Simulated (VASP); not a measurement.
## MgS (a.bB): single point with PBEsol

The system is MgS (a.bB).

```
Mg S
1.0
     0.00000    2.59091    2.59091
     2.59091    0.00000    2.59091
     2.59091    2.59091    0.00000
Mg S
1 1
Direct
  0.00000 0.00000 0.00000
  0.50000 0.50000 0.50000
```

```
Program                : VASP 6.6.1
Task                   : single point
Functional             : PBEsol
Potentials or basis    : VASP PAW PBE potentials, release 64 (Mg, S)
Cutoff                 : 600 eV
k mesh                 : 8 × 8 × 8
Occupations            : gaussian, width 0.02 eV
Spin                   : no spin polarisation
Dipole correction      : no
Further INCAR settings : ALGO = Normal; EDIFF = 1e-06; NBANDS = 11
```

The pressure is -0.2 GPa and the band gap on the k mesh is 2.73 eV, indirect (least direct gap 3.69 eV).

Levels at points of the mesh, in eV from the valence-band top:
```tsv
k point	band 2	band 3	band 4	band 5	band 6	band 7
(0.00, 0.00, 0.00)	0.00	0.00	0.00	3.69	7.85	7.85
(0.50, 0.00, 0.00)	-4.96	-0.61	-0.61	4.42	6.84	6.84
(0.50, 0.50, 0.00)	-4.33	-1.74	-1.74	2.73	4.20	11.99
```

Wall time 12 s on 1 thread of AMD EPYC 9R45 (Zen 5), on a shared host, peak memory 0.13 GiB.

Caveat: the PAW data sets were made with another functional, which shifts forces and pressure a little. A k mesh can miss the band edges.
